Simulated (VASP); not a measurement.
**NiO: relaxation of cell and atoms with PBE**

Crystal: NiO.

```
Ni O
1.0
     0.00000    2.24063    2.24063
     2.24063    0.00000    2.24063
     2.24063    2.24063    0.00000
Ni O
1 1
Cartesian
  0.0000 0.0000 0.0000
  3.3609 3.3609 3.3609
```

The cell was generated, and may not be a known phase.

* Program: VASP 6.6.1
* Task: relaxation of cell and atoms
* Functional: PBE
* Potentials or basis: VASP PAW PBE potentials, release 64 (Ni, O)
* Cutoff: 600 eV
* k mesh: 22 × 22 × 22
* Occupations: gaussian, width 0.1 eV
* Spin: collinear spin, ferromagnetic start
* Starting moments: [1.63, 0.42] μB
* Dipole correction: no
* Further INCAR settings: ALGO = Normal; EDIFF = 1e-06; IBRION = 2; EDIFFG = -0.01; NSW = 100; ISIF = 3

| Quantity | Value |
| --- | --- |
| Pressure after relaxing | 0.0 GPa |
| Net moment | 1.91 μB per cell |
| Site moments | Ni +1.50; O +0.36 μB |
| Valence electrons inside the program's atomic spheres | Ni 9.10; O 4.97 |

Final structure:
```
Ni O
1.0
     0.00000    2.24063    2.24063
     2.24063    0.00000    2.24063
     2.24063    2.24063    0.00000
Ni O
1 1
Direct
  0.00000 0.00000 0.00000
  0.75000 0.75000 0.75000
```

Levels at points of the mesh, in eV from the Fermi level:
Spin up:
| k point | band 5 | band 6 | band 7 | band 8 | band 9 | band 10 | band 11 | band 12 | band 13 |
| --- | --- | --- | --- | --- | --- | --- | --- | --- | --- |
| (0.00, 0.00, 0.00) | -2.42 | -2.42 | 0.16 | 0.16 | 0.16 | 0.44 | 14.28 | 14.28 | 14.28 |
| (0.50, 0.00, 0.00) | -2.57 | -2.36 | -2.36 | -0.66 | -0.66 | 5.87 | 7.31 | 13.79 | 13.79 |
| (0.50, 0.50, 0.00) | -3.13 | -2.15 | -1.86 | -1.86 | -1.75 | 5.39 | 9.96 | 11.18 | 14.55 |
Spin down:
| k point | band 3 | band 4 | band 5 | band 6 | band 7 | band 8 | band 9 | band 10 | band 11 | band 12 |
| --- | --- | --- | --- | --- | --- | --- | --- | --- | --- | --- |
| (0.00, 0.00, 0.00) | -4.99 | -4.99 | -1.36 | -1.36 | 0.74 | 1.76 | 1.76 | 1.76 | 14.54 | 14.54 |
| (0.50, 0.00, 0.00) | -4.75 | -4.75 | -1.16 | -1.16 | -0.75 | 0.86 | 0.86 | 6.18 | 7.81 | 14.12 |
| (0.50, 0.50, 0.00) | -4.40 | -4.40 | -1.53 | -1.05 | -0.74 | -0.10 | -0.10 | 5.87 | 10.60 | 11.43 |

It took 3.8 min on 1 thread of Oxide Virtual Turin-like Processor (shared host), peak memory 0.3 GiB.

Caveat: the relaxation stopped at its first step, so nothing moved; a cell with one magnetic atom can't hold antiferromagnetic order, which such compounds often take; semilocal functionals often make such compounds metallic where correlation or magnetic order opens a gap, which also shifts bond lengths. With open d or f shells a metallic result of PBE can be an artefact of self-interaction; +U or a hybrid may open a gap.
